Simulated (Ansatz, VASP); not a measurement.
**Bi2Te3: VASP beside Ansatz**

Contents of INCAR:

```
SYSTEM = Bi2Te3
ALGO = Normal
EDIFF = 1E-7
ENCUT = 520
ISIF = 2
ISMEAR = -1
LASPH = .TRUE.
LCHARG = .FALSE.
LREAL = .FALSE.
LWAVE = .FALSE.
NBANDS = 32
NELM = 80
PREC = Accurate
SIGMA = 0.08
```

File KPOINTS:

```
k-points
0
G
  8 8 8
  0 0 0
```

File POSCAR:

```
Bi2Te3
1.0
    2.2518161968      1.3000866874     10.1417522724
   -2.2518161968      1.3000866874     10.1417522724
    0.0000000000     -2.6001733748     10.1417522724
Bi Te
2 3
Direct
    0.8120000000      0.8120000000      0.8120000000
    0.4020000000      0.4020000000      0.4020000000
    0.6110000000      0.6110000000      0.6110000000
    0.2000000000      0.2000000000      0.2000000000
    0.0000000000      0.0000000000      0.0000000000
```

Input for Ansatz:

```yaml
crystal:
  lattice:
    - [2.2518161968, 1.3000866874, 10.1417522724]
    - [-2.2518161968, 1.3000866874, 10.1417522724]
    - [0.0, -2.6001733748, 10.1417522724]
  atoms:
    - { symbol: Bi, position: [0.812, 0.812, 0.812] }
    - { symbol: Bi, position: [0.402, 0.402, 0.402] }
    - { symbol: Te, position: [0.611, 0.611, 0.611] }
    - { symbol: Te, position: [0.2, 0.2, 0.2] }
    - { symbol: Te, position: [0.0, 0.0, 0.0] }
kpoints:
  mp_grid: { grid: [8, 8, 8] }
  band_path:
    path:
      - [0.0, 0.0, 0.0]
      - [0.5, 0.5, 0.5]
      - [0.8223779553, 0.1776220447, 0.5]
      - [0.5, -0.1776220447, 0.1776220447]
      - [0.5, 0.0, 0.0]
      - [0.0, 0.0, 0.0]
      - [0.3388110223, -0.3388110223, 0.0]
      - [0.6611889777, 0.0, 0.3388110223]
      - [0.5, 0.0, 0.5]
    npoints: 5
scf:
  occupations: { method: fermi_dirac, width: 0.08 }
hamiltonian:
  xc: lda
  pseudopotentials: { kind: all_electron, lapw: { basis_error: 0.001 } }
output:
  forces: true
  stress: true
  eigenvalues: true
```

Change from the starting cell: volume scaled by 1.06.

Alike in both runs: task single point; functional LDA; k mesh 8 × 8 × 8; occupations fermi-dirac, width 0.08 eV; no spin polarisation.

|  | VASP | Ansatz |
| --- | --- | --- |
| version | VASP 6.6.1 | Ansatz 0.2.0 |
| potentials or method | VASP PAW LDA potentials, release 64 (Bi_d, Te), cutoff 520 eV | all-electron LAPW, scalar-relativistic |

```tsv
	VASP	Ansatz	Ansatz less VASP
pressure (GPa)	-4.2	-4.2	-0.03
traceless stress, the component that is largest in VASP (GPa)	-0.74	-0.73	+0.003
rms of the force components (eV/Å)	0.338	0.332	-0.0057
```

LDA's correlation is that of Perdew and Zunger in VASP and of Perdew and Wang (1992) in Ansatz. Atom by atom the forces differ by 0.009 eV/Å (rms over components). Ansatz ran all-electron here, and VASP with PAW potentials.

Spin-orbit coupling is off throughout.
